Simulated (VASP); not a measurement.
# CdSe: single point with PBE

CdSe:

```
Cd Se
1.0
     0.00000    3.07027    3.07027
     3.07027    0.00000    3.07027
     3.07027    3.07027    0.00000
Cd Se
1 1
Direct
  0.00000 0.00000 0.00000
  0.25000 0.25000 0.25000
```

| Property | Result |
| --- | --- |
| Program | VASP 6.6.1 |
| Task | single point |
| Functional | PBE |
| Potentials or basis | VASP PAW PBE potentials, release 64 (Cd, Se) |
| Cutoff | 520 eV |
| k mesh | 8 × 8 × 8 |
| Occupations | gaussian, width 0.027 eV |
| Spin | no spin polarisation |

| Item | Value |
| --- | --- |
| Pressure | 1.6 GPa |
| Band gap on the k mesh | 0.55 eV |

Levels at points of the mesh, in eV from the valence-band top:
| k point | band 5 | band 6 | band 7 | band 8 | band 9 | band 10 | band 11 | band 12 | band 13 | band 14 |
| --- | --- | --- | --- | --- | --- | --- | --- | --- | --- | --- |
| (0.00, 0.00, 0.00) | -7.50 | -7.50 | 0.00 | 0.00 | 0.00 | 0.55 | 5.93 | 5.93 | 5.93 | 9.67 |
| (0.50, 0.00, 0.00) | -7.48 | -7.22 | -4.22 | -0.71 | -0.71 | 2.36 | 6.44 | 6.44 | 7.34 | 9.97 |
| (0.50, 0.50, 0.00) | -7.44 | -7.16 | -3.95 | -1.76 | -1.76 | 3.19 | 3.73 | 8.98 | 10.05 | 10.05 |

It took 36 s on 1 thread of Intel Xeon 8259CL (shared host), peak memory 0.19 GiB.
